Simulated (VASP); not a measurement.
Input of a VASP 6.6.1 run:

INCAR

```
SYSTEM = Nb
PREC = Accurate
ENCUT = 520
EDIFF = 1E-7
ISMEAR = -1
SIGMA = 0.05
LREAL = .False.
LASPH = .True.
NELM = 150
ALGO = Normal
ISIF = 2
LWAVE = .False.
LCHARG = .True.
ISPIN = 2
MAGMOM = 1
LORBIT = 11
LMAXMIX = 4
GGA = B5
ALDAX = 1.0
AGGAX = 1.0
AGGAC = 1.0
ALDAC = 0.0
LELF = .True.
LVHAR = .True.
NBANDS = 16
```

Contents of KPOINTS:

```
Automatic mesh
0
Gamma
  22 22 22
  0 0 0
```

Contents of POSCAR:

```
Nb
1.0
   -1.7390900727      1.7390900727      1.7390900727
    1.7390900727     -1.7390900727      1.7390900727
    1.7390900727      1.7390900727     -1.7390900727
Nb
1
Direct
    0.0000000000      0.0000000000      0.0000000000
```

Potentials or basis: VASP PAW PBE potentials, release 64 (Nb_sv).

Launch:

```console
$ cat potpaw_PBE.64/Nb_sv/POTCAR > POTCAR
$ mpirun -np 1 vasp_std > vasp.out
```

Question: Estimate the net moment.

Answer: 0.00 μB per cell.

Question: Estimate the pressure.

Answer: -14.0 GPa.

Caveat: the PAW data sets were made with another functional, which shifts forces and pressure a little.
